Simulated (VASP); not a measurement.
Here is a VASP 6.6.1 calculation.

INCAR

```
SYSTEM = B2P
PREC = Accurate
ENCUT = 520
EDIFF = 1E-7
ISMEAR = 0
SIGMA = 0.1
LREAL = .False.
LASPH = .True.
NELM = 100
ALGO = Normal
ISIF = 2
LWAVE = .False.
LCHARG = .False.
GGA = PE
NBANDS = 12
```

The input KPOINTS:

```
Automatic mesh
0
Gamma
  18 18 18
  0 0 0
```

POSCAR

```
B2P
1.0
    1.5151149748      0.8747520385      3.9248842716
   -1.5151149748      0.8747520385      3.9248842716
    0.0000000000     -1.7495040771      3.9248842716
B P
2 1
Direct
    0.4293397293      0.4293397293      0.4293397293
    0.5706602707      0.5706602707      0.5706602707
    0.0000000000      0.0000000000      0.0000000000
```

Potentials or basis: VASP PAW PBE potentials, release 64 (B, P).

Command:

```console
$ cat potpaw_PBE.64/B/POTCAR potpaw_PBE.64/P/POTCAR > POTCAR
$ mpirun -np 1 vasp_std > vasp.out
```

Task: Predict the largest force.

Result: 0.016 eV/Å.

Task: Predict the pressure.

Result: -0.2 GPa.

Stress tensor (GPa, compression positive):
```
-0.21  0.00  0.00
 0.00 -0.21  0.00
 0.00  0.00 -0.12
```
